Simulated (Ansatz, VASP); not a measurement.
**Two plane-wave programs on Fe**

```
Fe
1.0
    -1.41668    1.41668    1.41668
     1.41668   -1.41668    1.41668
     1.41668    1.41668   -1.41668
Fe
1
Direct
  0.00000 0.00000 0.00000
```

Alike in both runs: task relaxation of cell and atoms; functional PBE; k mesh 28 × 28 × 28; occupations gaussian, width 0.1 eV; collinear spin.

```csv
,VASP,Ansatz
version,VASP 6.6.1,Ansatz 0.2.0
potentials or method,"VASP PAW PBE potentials, release 64 (Fe), cutoff 600 eV","scalar-relativistic, plane waves, PAW"
valence electrons in the cell,8,16
```

Ansatz gave:

* gap on the k mesh at the Fermi level, each at its own relaxed structure (eV): none
* net moment per atom (μB): 2.17
* size of the moment on the site where the two differ most (μB): 2.21
* relaxed volume (Å³/atom): 11.35
* relaxed length of the cell vector where the two differ most in proportion (Å): 2.452

**Question.** What did VASP give for the same quantities?

**Answer.** gap on the k mesh at the Fermi level, each at its own relaxed structure (eV): none; net moment per atom (μB): 2.19; size of the moment on the site where the two differ most (μB): 2.18; relaxed volume (Å³/atom): 11.34; relaxed length of the cell vector where the two differ most in proportion (Å): 2.452.

Site moments also hang on the region over which each program counts them. A gap of «none» marks a metal or a gap that the smearing closes. VASP's potentials hold 8 valence electrons a cell and Ansatz's 16, so a difference there can come from the potentials and not from the codes.
